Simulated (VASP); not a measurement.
Set up this calculation in VASP 6.6.1, as the native input.

```yaml
Task: relaxation of cell and atoms
Functional: r2SCAN
Dispersion: D4
Potentials_or_basis: VASP PAW PBE potentials, release 64 (W_sv)
Cutoff: 600 eV
k_mesh: 12 × 12 × 12
Occupations: methfessel-paxton, width 0.1 eV
Spin: no spin polarisation
Dipole_correction: no
Further_INCAR_settings: ALGO = Normal; EDIFF = 1e-06; IBRION = 2; EDIFFG = -0.01; NSW = 80; ISIF = 3
```

Crystal: W.

```
W
1.0
    -1.58234    1.58234    1.58234
     1.58234   -1.58234    1.58234
     1.58234    1.58234   -1.58234
W
1
Direct
  0.00000 0.00000 0.00000
```

These files were run (other wordings do the same):

POSCAR

```
W
1.0
   -1.5823450000      1.5823450000      1.5823450000
    1.5823450000     -1.5823450000      1.5823450000
    1.5823450000      1.5823450000     -1.5823450000
W
1
Direct
    0.0000000000      0.0000000000      0.0000000000
```

INCAR.step1

```
PREC = Accurate
ENCUT = 600
ISMEAR = 1
SIGMA = 0.1
LREAL = False
LASPH = True
NELM = 60
GGA = PE
ALGO = Normal
EDIFF = 1E-4
LWAVE = True
LCHARG = False
```

INCAR.step2

```
PREC = Accurate
ENCUT = 600
EDIFF = 1E-6
ISMEAR = 1
SIGMA = 0.1
LREAL = False
LASPH = True
NELM = 60
ALGO = Normal
ISIF = 3
LWAVE = False
LCHARG = False
METAGGA = R2SCAN
LMIXTAU = True
IVDW = 13
VDW_S6 = 1.0
VDW_S8 = 0.6018749
VDW_A1 = 0.51559235
VDW_A2 = 5.77342911
IBRION = 2
NSW = 80
EDIFFG = -0.01
ISTART = 1
```

KPOINTS

```
regular mesh
0
Gamma
  12 12 12
```

Potentials or basis: VASP PAW PBE potentials, release 64 (W_sv).

Command:

```bash
$ cat potpaw_PBE.64/W_sv/POTCAR > POTCAR
$ cp INCAR.step1 INCAR
$ mpirun -np 1 vasp_std > vasp.out
$ cp INCAR.step2 INCAR
$ mpirun -np 1 vasp_std > vasp.out
```

Results of the run:

```json
{
  "Relaxed volume": "15.90 Å³/atom",
  "Relaxed cell": "a = 2.744 Å, b = 2.744 Å, c = 2.744 Å, α = 109.47°, β = 109.47°, γ = 109.47°",
  "Space group after relaxing (to 0.1 Å)": "Im-3m (No. 229)",
  "Energy gained by relaxing": "0.2 meV/atom",
  "Ionic steps": "3",
  "Pressure after relaxing": "0.0 GPa",
  "Band gap on the k mesh": "zero (bands 7 and 8 overlap by 6.59 eV)",
  "Dispersion energy per atom": "-0.219 eV"
}
```

Caveat: the PAW data sets were made with another functional, which shifts forces and pressure a little; spin-orbit coupling is left out, which moves the levels of the heavy elements.

Wall time 2.8 min on 1 thread of Intel Xeon 8259CL (shared host), peak memory 0.16 GiB.
